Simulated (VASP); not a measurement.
# SnS2 (P-3m1) in VASP: notebook, part 2 of 2

VASP 6.6.1.

## Step 4: Single point, PBEsol

This run uses another cell than the first one, of 23.36 Å³/atom.

INCAR

```
PREC = Accurate ; ENCUT = 500
EDIFF = 1E-6 ; ISMEAR = 0
SIGMA = 0.01 ; LREAL = False
LASPH = True ; NELM = 120
ALGO = Normal ; ISIF = 2
LWAVE = False ; LCHARG = False
GGA = PS ; NBANDS = 20
GGA_COMPAT = False
```

KPOINTS

```
regular mesh
0
Gamma
  12 12 6
```

POSCAR

```
SnS2
1.0
    3.6509306397      0.0000000000      0.0000000000
   -1.8254653199      3.1617986815      0.0000000000
    0.0000000000      0.0000000000      6.0699247252
Sn S
1 2
Direct
    0.0000000000      0.0000000000      0.0000000000
    0.3333333333      0.6666666667      0.2428326065
    0.6666666667      0.3333333333      0.7571673935
```

Potentials or basis: VASP PAW PBE potentials, release 64 (Sn_d, S).

On the command line:

```console
$ cat potpaw_PBE.64/Sn_d/POTCAR potpaw_PBE.64/S/POTCAR > POTCAR
$ mpirun -np 1 vasp_std > vasp.out
```

OUTCAR:

```text
PREC = Accurate
   ENCUT = 500
   EDIFF = 1E-6
   ISMEAR = 0
   LREAL = False
   LASPH = True
   NELM = 120
   ISIF = 2
   GGA = PS

 ion  position               nearest neighbor table
   1  0.000  0.000  0.000-   2 2.57   3 2.57   3 2.57   2 2.57   3 2.57   2 2.57
   2  0.333  0.667  0.243-   1 2.57   1 2.57   1 2.57
   3  0.667  0.333  0.757-   1 2.57   1 2.57   1 2.57

  LATTYP: Found a hexagonal cell.
 ALAT       =     3.6509306397
 C/A-ratio  =     1.6625691705

  Lattice vectors:

 A1 = (   3.6509306397,   0.0000000000,   0.0000000000)
 A2 = (  -1.8254653199,   3.1617986815,   0.0000000000)
 A3 = (   0.0000000000,   0.0000000000,   6.0699247252)

Analysis of symmetry for initial positions (statically):
=====================================================================
 Subroutine PRICEL returns:
 Original cell was already a primitive cell.

 Routine SETGRP: Setting up the symmetry group for a
 hexagonal supercell.

 Subroutine GETGRP returns: Found 12 space group operations
 (whereof 12 operations were pure point group operations)
 out of a pool of 24 trial point group operations.

The static configuration has the point symmetry D_3d.

Analysis of symmetry for dynamics (positions and initial velocities):
=====================================================================
 Subroutine PRICEL returns:
 Original cell was already a primitive cell.

 Routine SETGRP: Setting up the symmetry group for a
 hexagonal supercell.

 Subroutine GETGRP returns: Found 12 space group operations
 (whereof 12 operations were pure point group operations)
 out of a pool of 24 trial point group operations.

The dynamic configuration has the point symmetry D_3d.

 Subroutine INISYM returns: Found 12 space group operations
 (whereof 12 operations are pure point group operations),
[... 112 lines left out ...]
   EFERMI =   0.00;   METHOD = LEGACY
   ISMEAR =     0;   SIGMA  =   0.01  broadening in eV -4-tet -1-fermi 0-gaus
   EFERMI_NEDOS =   21; number of points for ismear=-14 and -15
   IALGO  =     38    algorithm
   IMIX   =      4    mixing-type and parameters
     AMIX     =   0.40;   BMIX     =  1.00
     AMIX_MAG =   1.60;   BMIX_MAG =  1.00
  volume/ion in A,a.u.               =      23.36       157.61
  Fermi-wavevector in a.u.,A,eV,Ry     =   1.176411  2.223094 18.829671  1.383942
  Thomas-Fermi vector in A             =   2.312775
   LORBIT       =      0    0 simple, 1 ext, 2 COOP (PROOUT), +10 PAW based schemes
   GGA     = PS    functional components
   LHFCALC =     F    Hartree Fock is set to
   AEXX    =    0.0000 exact exchange contribution
   IVDW    =     0    specifies the selected vdW correction
   LEPSILON=     F    determine dielectric tensor
   LRPA    =     F    only Hartree local field effects (RPA)
 non-spin polarized calculation
 Gauss-broadening in eV      SIGMA  =   0.01
  energy-cutoff  :      500.00
  volume of cell :       70.07
 maximum number of plane-waves:      1810
 NGX is ok and might be reduce to    28
   NGX = 13   NGY = 13   NGZ = 23

 number of electron      26.0000010 magnetization

 Free energy of the ion-electron system (eV)
  ---------------------------------------------------
  ext. energy  EPLUGINS =         0.00000000
  ---------------------------------------------------
  free energy    TOTEN  =       -14.27222572 eV

  energy without entropy =      -14.27222572  energy(sigma->0) =      -14.27222572

 E-fermi :   4.2200     XC(G=0):  -9.6234

 val. band max:        4.1599283186   @ k =   0.1667  -0.0000   0.1667
 cond. band min:       5.5965058207   @ k =   0.5000   0.0000   0.3333
 fundamental gap:      1.4365775021
 Fermi energy:         4.2200253425

 k-point     1 :       0.0000    0.0000    0.0000
  band No.  band energies     occupation
      1     -16.5745      2.00000
      2     -16.5745      2.00000
      3     -16.5312      2.00000
      4     -16.5030      2.00000
      5     -16.5030      2.00000
      6      -9.4994      2.00000
[... 541 lines left out ...]
     19      12.9667      0.00000
     20      13.8339      0.00000

 [... further k-points ...]

------------------------ aborting loop because EDIFF is reached ----------------------------------------

  FORCE on cell =-STRESS in cart. coord.  units (eV):
  Direction    XX          YY          ZZ          XY          YZ          ZX
  --------------------------------------------------------------------------------------
  -------------------------------------------------------------------------------------
  Total       -0.0342249     -0.0342249     -0.0229758      0.0000000      0.0000000      0.0000000
  in kB       -0.7825853     -0.7825853     -0.5253640      0.0000000      0.0000000      0.0000000
  external PRESSURE =      -0.6968449 kB  Pullay stress =       0.0000000 kB

 VOLUME and BASIS-vectors are now :
 -----------------------------------------------------------------------------
  energy-cutoff  :      500.00
  volume of cell :       70.07
      direct lattice vectors                 reciprocal lattice vectors
     3.650930640  0.000000000  0.000000000     0.273902766  0.158137836  0.000000000
    -1.825465320  3.161798682  0.000000000     0.000000000  0.316275671  0.000000000
     0.000000000  0.000000000  6.069924725     0.000000000  0.000000000  0.164746689

 POSITION                                       TOTAL-FORCE (eV/Angst)
 -----------------------------------------------------------------------------------
      0.00000      0.00000      0.00000         0.000000      0.000000      0.000000
     -0.00000      2.10787      1.47398         0.000000      0.000000      0.000365
      1.82547      1.05393      4.59595        -0.000000      0.000000     -0.000365
 -----------------------------------------------------------------------------------
    total drift:                               -0.000000     -0.000000     -0.000000

  FREE ENERGIE OF THE ION-ELECTRON SYSTEM (eV)
  ---------------------------------------------------
  free  energy   TOTEN  =       -14.2722257236 eV

  energy  without entropy=      -14.2722257236  energy(sigma->0) =      -14.27222572
```

OSZICAR:

```text
N       E                     dE             d eps       ncg     rms          rms(c)
DAV:   1     0.208065461363E+03    0.20807E+03   -0.12182E+04  4128   0.150E+03
DAV:   2     0.984604114646E+01   -0.19822E+03   -0.19003E+03  4312   0.393E+02
DAV:   3    -0.138523283985E+02   -0.23698E+02   -0.23180E+02  4980   0.117E+02
DAV:   4    -0.147055275477E+02   -0.85320E+00   -0.85148E+00  4936   0.234E+01
DAV:   5    -0.147303570358E+02   -0.24829E-01   -0.24827E-01  5644   0.404E+00    0.849E+00
DAV:   6    -0.143086899689E+02    0.42167E+00   -0.81068E-01  6128   0.104E+01    0.589E+00
DAV:   7    -0.142753348053E+02    0.33355E-01   -0.25610E-01  5156   0.351E+00    0.158E+00
DAV:   8    -0.142721954896E+02    0.31393E-02   -0.27410E-02  5616   0.162E+00    0.604E-01
DAV:   9    -0.142722028445E+02   -0.73549E-05   -0.21549E-03  4676   0.348E-01    0.149E-01
DAV:  10    -0.142721993634E+02    0.34811E-05   -0.28174E-04  5452   0.109E-01    0.708E-02
DAV:  11    -0.142722234336E+02   -0.24070E-04   -0.39011E-05  4568   0.366E-02    0.145E-02
DAV:  12    -0.142722245565E+02   -0.11228E-05   -0.20568E-06  4556   0.102E-02    0.116E-02
DAV:  13    -0.142722257232E+02   -0.11667E-05   -0.19774E-06  3780   0.998E-03    0.272E-03
DAV:  14    -0.142722257236E+02   -0.46748E-09   -0.11963E-07  2904   0.261E-03
   1 F= -.14272226E+02 E0= -.14272226E+02  d E =-.808828E-20
```

Run time: 3.4 min. Hardware: 1 thread of Intel Xeon 8259CL, shared host; peak memory 0.27 GiB.

What came out:

```
Free energy            : -14.2722 eV
Pressure               : -0.1 GPa
Band gap on the k mesh : 1.44 eV (least direct gap 1.83 eV)
```

Levels at points of the mesh, in eV from the valence-band top:
```tsv
k point	band 9	band 10	band 11	band 12	band 13	band 14	band 15	band 16	band 17	band 18
(0.00, 0.00, 0.00)	-0.53	-0.53	-0.21	-0.21	-0.06	1.98	3.66	5.44	5.44	8.71
(0.50, 0.00, 0.00)	-4.34	-2.55	-2.41	-0.85	-0.21	1.68	4.48	6.01	6.25	7.45
(0.00, 0.00, 0.50)	-1.73	-0.59	-0.59	-0.11	-0.11	3.05	3.71	5.25	5.25	8.92
(0.50, 0.00, 0.50)	-4.68	-2.30	-1.81	-0.61	-0.47	1.47	4.69	5.58	6.32	6.90
```

Caveat: the PAW data sets were made with another functional, which shifts forces and pressure a little; spin-orbit coupling is left out, which moves the levels of the heavy elements; this functional lacks dispersion, which binds the layers, so the pressure and a relaxed spacing across them are unreliable. A k mesh can miss the band edges.

## Step 5: Summary

```csv
cell,k mesh,smearing,gap on the mesh (eV),pressure (GPa)
"a = 3.639, b = 3.639, c = 5.868 Å, angles 90.0, 90.0, 120.0°, 3 atoms, atomic positions A",6 × 6 × 4,gaussian 0.1 eV,1.39,1.1
"a = 3.651, b = 3.651, c = 6.062 Å, angles 90.0, 90.0, 120.0°, 3 atoms, atomic positions B",12 × 12 × 6,gaussian 0.02 eV,1.44,-0.1
"a = 3.651, b = 3.651, c = 6.070 Å, angles 90.0, 90.0, 120.0°, 3 atoms, atomic positions B",12 × 12 × 6,gaussian 0.01 eV,1.44,-0.1
```

Alike in all rows: task single point; level PBEsol; potentials or basis VASP PAW PBE potentials, release 64 (Sn_d, S); no spin polarisation; cutoff (eV) 500.

Caveats: the PAW data sets were made with another functional, which shifts forces and pressure a little; spin-orbit coupling is left out, which moves the levels of the heavy elements; this functional lacks dispersion, which binds the layers, so the pressure and a relaxed spacing across them are unreliable.

Total energies depend on the potentials used, so only differences within one code and one set of settings carry meaning.
